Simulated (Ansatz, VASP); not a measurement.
One calculation of SiB5, two programs

```xyz
6
Lattice="2.5697 -2.2521 0.0000 2.5697 2.2521 0.0000 0.0000 0.0000 4.6151" Properties=species:S:1:pos:R:3 pbc="T T T"
Si    0.0000    0.0000    0.0000
B     3.3174    0.0000    0.0000
B     1.8220    0.0000    0.0000
B     4.2976    0.0000    2.3076
B     0.8419    0.0000    2.3076
B     2.5697    0.0000    2.3076
```

Alike in both runs: functional PBE; k mesh 4 × 4 × 4; occupations gaussian, width 0.2 eV; no spin polarisation.

Ansatz relaxed the structure, and its values are those at the end. VASP's run is a single point on that final structure, the one shown.

```csv
,VASP,Ansatz
version,VASP 6.6.1,Ansatz 0.2.0
potentials or method,"VASP PAW PBE potentials, release 64 (Si, B), cutoff 500 eV","scalar-relativistic, plane waves, PAW"
valence electrons in the cell,19,19
```

Ansatz gave:

```
gap on the k mesh at the Fermi level (eV) : none
pressure (GPa)                            : -0.1
rms of the force components (eV/Å)        : 0.015
```

Question: Estimate VASP's values.

Answer: gap on the k mesh at the Fermi level (eV): none; pressure (GPa): -0.2; rms of the force components (eV/Å): 0.008.

A gap of «none» marks a metal or a gap that the smearing closes.

The k mesh is coarse, so the values compare programs but aren't converged.
